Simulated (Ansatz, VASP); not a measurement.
Given: the input of a run of Ansatz 0.2.0 on SnO2.

input.yaml

```yaml
crystal:
  lattice:
    - [0.0, 2.57415, 2.57415]
    - [2.57415, 0.0, 2.57415]
    - [2.57415, 2.57415, 0.0]
  atoms:
    - { symbol: Sn, position: [0.0, 0.0, 0.0] }
    - { symbol: O, position: [0.75, 0.75, 0.75] }
    - { symbol: O, position: [0.25, 0.25, 0.25] }
hamiltonian:
  xc: pbesol
  pseudopotentials: { kind: paw }
  dispersion: d3bj
kpoints:
  mp_grid: { grid: [9, 9, 9] }
scf:
  occupations: { method: fermi_dirac, width: 0.05 }
output:
  forces: true
  stress: true
  eigenvalues: true
relax:
  f_tol: 0.01
  max_steps: 40
  cell: { stress_tol: 0.05 }
```

Potentials or basis: Ansatz PAW.

Run with:

```console
$ ansatz run input.yaml --threads 2 --pin off --max-ram 5632MiB --backend cpu --events-out ev --progress --plain --runs-dir out
```

Set up the same calculation for VASP 6.6.1. Potentials there: VASP PAW PBE potentials, release 64 (Sn_d, O).

As run (the cutoff follows the program's own potentials):

Contents of INCAR:

```
SYSTEM = SnO2
PREC = Accurate ; ENCUT = 600
EDIFF = 1E-6 ; ISMEAR = -1
SIGMA = 0.05 ; LREAL = .FALSE.
LASPH = .TRUE. ; NELM = 60
ALGO = Normal ; ISIF = 3
LWAVE = .FALSE. ; LCHARG = .FALSE.
GGA = PS ; IVDW = 12
IBRION = 2 ; NSW = 60
EDIFFG = -0.01
```

File KPOINTS:

```
regular mesh
0
G
  9 9 9
  0 0 0
```

POSCAR

```
SnO2
1.0
    0.0000000000      2.5741500000      2.5741500000
    2.5741500000      0.0000000000      2.5741500000
    2.5741500000      2.5741500000      0.0000000000
Sn O
1 2
Direct
    0.0000000000      0.0000000000      0.0000000000
    0.7500000000      0.7500000000      0.7500000000
    0.2500000000      0.2500000000      0.2500000000
```

Potentials or basis: VASP PAW PBE potentials, release 64 (Sn_d, O).

Run with:

```sh
$ cat potpaw_PBE.64/Sn_d/POTCAR potpaw_PBE.64/O/POTCAR > POTCAR
$ mpirun -np 1 vasp_std > vasp.out
```

Both were run:

|  | VASP | Ansatz | Ansatz less VASP |
| --- | --- | --- | --- |
| gap on the k mesh at the Fermi level, each at its own relaxed structure (eV) | 0.31 | 0.34 | +0.029 |
| relaxed volume (Å³/atom) | 10.82 | 10.79 | -0.029 |
| relaxed cell length with the largest relative difference (Å) | 3.580 | 3.577 | -0.0032 |

VASP's potentials were made for PBE, not for PBEsol.

Noted on Ansatz's run: Pulay correction over one GPa; odd divisions of the mesh miss points on the zone boundary, where band edges often lie, so the gap on the mesh can be too wide; the plane-wave basis is chosen anew once the cell has moved, so the energies of steps on either side of that aren't comparable.
